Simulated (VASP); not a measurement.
A run of VASP 6.6.1:

File INCAR:

```
ALGO = Normal
EDIFF = 1E-6
ENCUT = 520
GGA = PE
ISIF = 2
ISMEAR = 0
ISPIN = 2
LASPH = T
LCHARG = T
LELF = T
LORBIT = 11
LREAL = F
LVHAR = T
LWAVE = F
MAGMOM = 0 0 0 0 0 0 0 0 1 1
NBANDS = 31
NELM = 150
PREC = Accurate
SIGMA = 0.1
```

Contents of KPOINTS:

```
k-points
0
Gamma
  4 4 4
```

Contents of POSCAR:

```
Li4C
1.0
    3.8153056700      0.0000000000      0.0000000000
    0.0000000000      3.8153056700      0.0000000000
    0.0000000000      0.0000000000      7.4357163700
Li C
8 2
Direct
    0.5000000000      0.0000000000      0.9444504100
    0.0000000000      0.5000000000      0.4401134200
    0.5000000000      0.0000000000      0.5598865800
    0.0000000000      0.5000000000      0.0555495900
    0.5000000000      0.5000000000      0.7175807700
    0.0000000000      0.0000000000      0.2474814700
    0.0000000000      0.0000000000      0.7525185300
    0.5000000000      0.5000000000      0.2824192300
    0.5000000000      0.0000000000      0.7915907000
    0.0000000000      0.5000000000      0.2084093000
```

Potentials or basis: VASP PAW PBE potentials, release 64 (Li_sv, C).

The run is started by

```bash
$ cat potpaw_PBE.64/Li_sv/POTCAR potpaw_PBE.64/C/POTCAR > POTCAR
$ mpirun -np 1 vasp_std > vasp.out
```

Hardware: 1 thread of Intel(R) Xeon(R) Platinum 8488C (Sapphire Rapids), with other jobs on the host.

Q: How long does it take, and how much memory?

A: Wall time 2.1 min on 1 thread of Intel(R) Xeon(R) Platinum 8488C (Sapphire Rapids), on a shared host, peak memory 0.27 GiB. Counts: scf iterations 23, k points 18.
